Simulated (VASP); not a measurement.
# NaCl (Fmmm) in VASP: further runs

The runs below take NaCl through single point, with PBEsol.

All numbers are computed with VASP 6.6.1; they aren't measurements. Logs are shortened: lines on timing, memory, paths and dates and some standing lists are left out, and cuts for length are marked.

### Step 1. The cell of the first run

It takes space group Fmmm (No. 69, orthorhombic). Conventional cell: a = 5.097 Å, b = 5.663 Å, c = 6.230 Å, α = 90.00°, β = 90.00°, γ = 90.00°. Na (site symmetry mmm) has 6 Cl at 2.55 to 3.11 Å within 3.4 Å. Cl (site symmetry mmm) has 6 Na at 2.55 to 3.11 Å within 3.4 Å.

### Step 2. Single point, PBEsol (strain -0.1000 x Voigt [1, -1, 0, 0, 0, 0])

Input file INCAR:

```
PREC     = Accurate       # precision mode
ENCUT    = 520            # plane-wave cutoff, eV
EDIFF    = 1E-7           # SCF threshold, eV
ISMEAR   = 0              # smearing method
SIGMA    = 0.05           # smearing width, eV
LREAL    = False          # projectors in reciprocal space
LASPH    = True           # aspherical terms in the spheres
NELM     = 80             # most SCF steps
ALGO     = Normal         # electronic algorithm
ISIF     = 2              # what is computed and relaxed
LWAVE    = False          # write WAVECAR
LCHARG   = True           # write CHGCAR
GGA      = PS             # functional
LELF     = True           # ELF
LVHAR    = True         
NBANDS   = 14             # bands
```

Input file KPOINTS:

```
regular mesh
0
Gamma
  8 8 8
```

Input file POSCAR:

```
NaCl
1.0
    0.0000000000      3.1149250000      2.8317500000
    2.5485750000      0.0000000000      2.8317500000
    2.5485750000      3.1149250000      0.0000000000
Na Cl
1 1
Direct
    0.0000000000      0.0000000000      0.0000000000
    0.5000000000      0.5000000000      0.5000000000
```

Potentials or basis: VASP PAW PBE potentials, release 64 (Na_pv, Cl).

The run is started by

```console
> cat potpaw_PBE.64/Na_pv/POTCAR potpaw_PBE.64/Cl/POTCAR > POTCAR
> mpirun -np 1 vasp_std > vasp.out
```

OUTCAR:

```text
PREC = Accurate
   ENCUT = 520
   EDIFF = 1E-7
   ISMEAR = 0
   LREAL = False
   LASPH = True
   NELM = 80
   ISIF = 2
   GGA = PS

 ion  position               nearest neighbor table
   1  0.000  0.000  0.000-   2 2.55   2 2.55
   2  0.500  0.500  0.500-   1 2.55   1 2.55

  LATTYP: Found a face centered orthorhombic cell.
 ALAT       =     5.0971500000
 B/A-ratio  =     1.1111111111
 C/A-ratio  =     1.2222222222

  Lattice vectors:

 A1 = (   0.0000000000,   3.1149250000,  -2.8317500000)
 A2 = (   2.5485750000,   3.1149250000,   0.0000000000)
 A3 = (   2.5485750000,   0.0000000000,  -2.8317500000)

Analysis of symmetry for initial positions (statically):
=====================================================================
 Subroutine PRICEL returns:
 Original cell was already a primitive cell.

 Routine SETGRP: Setting up the symmetry group for a
 face centered orthorhombic supercell.

 Subroutine GETGRP returns: Found  8 space group operations
 (whereof  8 operations were pure point group operations)
 out of a pool of  8 trial point group operations.

The static configuration has the point symmetry D_2h.

Analysis of symmetry for dynamics (positions and initial velocities):
=====================================================================
 Subroutine PRICEL returns:
 Original cell was already a primitive cell.

 Routine SETGRP: Setting up the symmetry group for a
 face centered orthorhombic supercell.

 Subroutine GETGRP returns: Found  8 space group operations
 (whereof  8 operations were pure point group operations)
 out of a pool of  8 trial point group operations.

The dynamic configuration has the point symmetry D_2h.

 Subroutine INISYM returns: Found  8 space group operations
 (whereof  8 operations are pure point group operations),
 and found     1 'primitive' translations

----------------------------------------------------------------------------------------

                                     Primitive cell

  volume of cell :      44.9604

  direct lattice vectors                    reciprocal lattice vectors
     0.000000000  3.114925000  2.831750000    -0.196188066  0.160517508  0.176569259
     2.548575000  0.000000000  2.831750000     0.196188066 -0.160517508  0.176569259
     2.548575000  3.114925000  0.000000000     0.196188066  0.160517508 -0.176569259

  length of vectors
     4.209699018  3.809729990  4.024672942     0.308921238  0.308921238  0.308921238

  position of ions in fractional coordinates (direct lattice)
     0.000000000  0.000000000  0.000000000
     0.500000000  0.500000000  0.500000000

  ion indices of the primitive-cell ions
   primitive index   ion index
                 1           1
                 2           2

----------------------------------------------------------------------------------------

 KPOINTS: regular mesh

Automatic generation of k-mesh.
 Grid dimensions read from file:
 generate k-points for:    8    8    8

 Generating k-lattice:

  Cartesian coordinates                     Fractional coordinates (reciprocal lattice)
    -0.024523508  0.020064689  0.022071157     0.125000000 -0.000000000 -0.000000000
     0.024523508 -0.020064689  0.022071157     0.000000000  0.125000000  0.000000000
     0.024523508  0.020064689 -0.022071157     0.000000000  0.000000000  0.125000000

  Length of vectors
     0.038615155  0.038615155  0.038615155

  Shift w.r.t. Gamma in fractional coordinates (k-lattice)
     0.000000000  0.000000000  0.000000000

 Subroutine IBZKPT returns following result:
 ===========================================

 Found     95 irreducible k-points:

 Following reciprocal coordinates:
            Coordinates               Weight
  0.000000  0.000000  0.000000      1.000000
  0.125000 -0.000000 -0.000000      8.000000
  0.250000 -0.000000 -0.000000      8.000000
  0.375000  0.000000 -0.000000      8.000000
  0.500000 -0.000000 -0.000000      4.000000
  0.125000  0.125000  0.000000      2.000000
[... 16 lines left out ...]
  0.250000 -0.000000  0.125000      8.000000
  0.375000  0.000000  0.125000      8.000000
 [... further k-points ...]
   k-points           NKPTS =     95   k-points in BZ     NKDIM =     95   number of bands    NBANDS=     14
   number of dos      NEDOS =    301   number of ions     NIONS =      2
   total plane-waves  NPLWV =  26880
   dimension x,y,z NGX =    32 NGY =   28 NGZ =   30
   dimension x,y,z NGXF=    64 NGYF=   56 NGZF=   60
   ions per type =               1   1
   NGX,Y,Z   is equivalent  to a cutoff of  12.64, 12.22, 12.39 a.u.
   NGXF,Y,Z  is equivalent  to a cutoff of  25.27, 24.44, 24.78 a.u.
 SYSTEM =  unknown system
   PREC   = accura    normal or accurate (medium, high low for compatibility)
   ISTART =      0    job   : 0-new  1-cont  2-samecut
   ICHARG =      2    charge: 1-file 2-atom 10-const
   ISPIN  =      1    spin polarized calculation?
   LNONCOLLINEAR =      F non collinear calculations
   LSORBIT =      F    spin-orbit coupling
   LASPH  =      T    aspherical Exc in radial PAW
   ENCUT  =  520.0 eV  38.22 Ry    6.18 a.u.   7.83  7.08  7.48*2*pi/ulx,y,z
   NELM   =     80;   NELMIN=  2; NELMDL= -5     # of ELM steps
   EDIFF  = 0.1E-06   stopping-criterion for ELM
   LREAL  =      F    real-space projection
   EDIFFG = 0.1E-05   stopping-criterion for IOM
   NSW    =      0    number of steps for IOM
   IBRION =     -1    ionic relax: 0-MD 1-quasi-New 2-CG
   NFREE  =      0    steps in history (QN), initial steepest desc. (CG)
   ISIF   =      2    stress and relaxation
   ISYM   =      2    0-nonsym 1-usesym 2-fastsym
   POTIM  = 0.5000    time-step for ionic-motion
   TEBEG  =    0.0;   TEEND  =   0.0 temperature during run
   PSTRESS=    0.0 pullay stress
   NELECT =      14.0000    total number of electrons
   NUPDOWN=      -1.0000    fix difference up-down
   EMIN   =  10.00;   EMAX   =-10.00  energy-range for DOS
   EFERMI =   0.00;   METHOD = LEGACY
   ISMEAR =     0;   SIGMA  =   0.05  broadening in eV -4-tet -1-fermi 0-gaus
   EFERMI_NEDOS =   21; number of points for ismear=-14 and -15
   IALGO  =     38    algorithm
   IMIX   =      4    mixing-type and parameters
     AMIX     =   0.40;   BMIX     =  1.00
     AMIX_MAG =   1.60;   BMIX_MAG =  1.00
  volume/ion in A,a.u.               =      22.48       151.70
  Fermi-wavevector in a.u.,A,eV,Ry     =   1.109620  2.096877 16.752257  1.231256
  Thomas-Fermi vector in A             =   2.246162
   LORBIT       =      0    0 simple, 1 ext, 2 COOP (PROOUT), +10 PAW based schemes
   GGA     = PS    functional components
   LHFCALC =     F    Hartree Fock is set to
   AEXX    =    0.0000 exact exchange contribution
   IVDW    =     0    specifies the selected vdW correction
   LEPSILON=     F    determine dielectric tensor
   LRPA    =     F    only Hartree local field effects (RPA)
 non-spin polarized calculation
 Gauss-broadening in eV      SIGMA  =   0.05
  energy-cutoff  :      520.00
  volume of cell :       44.96
 maximum number of plane-waves:      1232
   NGX = 15   NGY = 15   NGZ = 15

 number of electron      14.0000002 magnetization

 Free energy of the ion-electron system (eV)
  ---------------------------------------------------
  ext. energy  EPLUGINS =         0.00000000
  ---------------------------------------------------
  free energy    TOTEN  =        -6.87472033 eV

  energy without entropy =       -6.87472033  energy(sigma->0) =       -6.87472033

 E-fermi :  -0.4904     XC(G=0):  -8.2800

 val. band max:       -0.7682167354   @ k =   0.0000   0.0000   0.0000
 cond. band min:       4.1281186877   @ k =   0.0000   0.0000   0.0000
 fundamental gap:      4.8963354231
 Fermi energy:        -0.4904012725

 k-point     1 :       0.0000    0.0000    0.0000
  band No.  band energies     occupation
      1     -21.4139      2.00000
      2     -21.3995      2.00000
      3     -21.3963      2.00000
      4     -13.4846      2.00000
      5      -0.9160      2.00000
      6      -0.8000      2.00000
      7      -0.7682      2.00000
      8       4.1281      0.00000
      9       9.5936      0.00000
     10      10.3452      0.00000
     11      11.1083      0.00000
     12      11.3213      0.00000
     13      13.4004      0.00000
     14      14.0239      0.00000

 k-point     2 :       0.1250   -0.0000   -0.0000
  band No.  band energies     occupation
      1     -21.4152      2.00000
      2     -21.4038      2.00000
      3     -21.3971      2.00000
      4     -13.4325      2.00000
      5      -1.2286      2.00000
      6      -0.8830      2.00000
      7      -0.8404      2.00000
      8       4.6232      0.00000
      9       9.5664      0.00000
     10      10.0886      0.00000
     11      11.0205      0.00000
     12      11.2935      0.00000
     13      12.9762      0.00000
     14      14.7442      0.00000

 k-point     3 :       0.2500   -0.0000   -0.0000
  band No.  band energies     occupation
      1     -21.4220      2.00000
      2     -21.4120      2.00000
      3     -21.3973      2.00000
      4     -13.3028      2.00000
      5      -1.9652      2.00000
      6      -1.0145      2.00000
      7      -0.9234      2.00000
      8       5.5887      0.00000
      9       9.0575      0.00000
     10       9.8086      0.00000
     11      11.3430      0.00000
     12      12.0659      0.00000
     13      12.7108      0.00000
     14      14.9827      0.00000
[... 324 lines left out ...]
 k-point    23 :       0.2500   -0.0000    0.1250
  band No.  band energies     occupation
      1     -21.4205      2.00000
      2     -21.4046      2.00000
      3     -21.3980      2.00000
      4     -13.3575      2.00000
      5      -1.6657      2.00000
      6      -1.0794      2.00000
      7      -0.9261      2.00000
      8       5.5422      0.00000
      9       8.8418      0.00000
     10       9.7007      0.00000
     11      11.3999      0.00000
     12      11.5764      0.00000
     13      13.3353      0.00000
     14      15.9112      0.00000

 k-point    24 :       0.3750    0.0000    0.1250
  band No.  band energies     occupation
      1     -21.4273      2.00000
      2     -21.4126      2.00000
      3     -21.3983      2.00000
      4     -13.2256      2.00000
      5      -2.2565      2.00000
      6      -1.2674      2.00000
      7      -1.0154      2.00000
      8       6.3727      0.00000
      9       8.9796      0.00000
     10       9.1746      0.00000
     11      11.4808      0.00000
     12      12.6253      0.00000
     13      13.9519      0.00000
     14      15.5508      0.00000

 [... further k-points ...]

------------------------ aborting loop because EDIFF is reached ----------------------------------------

  FORCE on cell =-STRESS in cart. coord.  units (eV):
  Direction    XX          YY          ZZ          XY          YZ          ZX
  --------------------------------------------------------------------------------------
  -------------------------------------------------------------------------------------
  Total        1.9749004     -0.6688066     -0.0771893      0.0000000      0.0000000      0.0000000
  in kB       70.3762094    -23.8331356     -2.7506656      0.0000000      0.0000000      0.0000000
  external PRESSURE =      14.5974694 kB  Pullay stress =       0.0000000 kB

 VOLUME and BASIS-vectors are now :
 -----------------------------------------------------------------------------
  energy-cutoff  :      520.00
  volume of cell :       44.96
      direct lattice vectors                 reciprocal lattice vectors
     0.000000000  3.114925000  2.831750000    -0.196188066  0.160517508  0.176569259
     2.548575000  0.000000000  2.831750000     0.196188066 -0.160517508  0.176569259
     2.548575000  3.114925000  0.000000000     0.196188066  0.160517508 -0.176569259

 POSITION                                       TOTAL-FORCE (eV/Angst)
 -----------------------------------------------------------------------------------
      0.00000      0.00000      0.00000         0.000000      0.000000      0.000000
      2.54858      3.11492      2.83175         0.000000      0.000000      0.000000
 -----------------------------------------------------------------------------------
    total drift:                                0.000000     -0.000000     -0.000000

  FREE ENERGIE OF THE ION-ELECTRON SYSTEM (eV)
  ---------------------------------------------------
  free  energy   TOTEN  =        -6.8747203342 eV

  energy  without entropy=       -6.8747203342  energy(sigma->0) =       -6.87472033
```

Run time: 36 s. Hardware: 1 thread of Intel Xeon Platinum 8259CL at 2.50GHz (Skylake/Cascade Lake), shared host; peak memory 0.19 GiB.

Results:

* Free energy: -6.8747 eV
* Pressure: 1.5 GPa
* Band gap on the k mesh: 4.90 eV, direct

Stress tensor (GPa, compression positive):
```
 7.04  0.00  0.00
 0.00 -2.38  0.00
 0.00  0.00 -0.28
```

Caveat: the cell differs from its parent crystal (strain -0.1000 x Voigt [1, -1, 0, 0, 0, 0]); the PAW data sets were made with another functional, which shifts forces and pressure a little. A k mesh can miss the band edges.

[end of part 1 of 2]
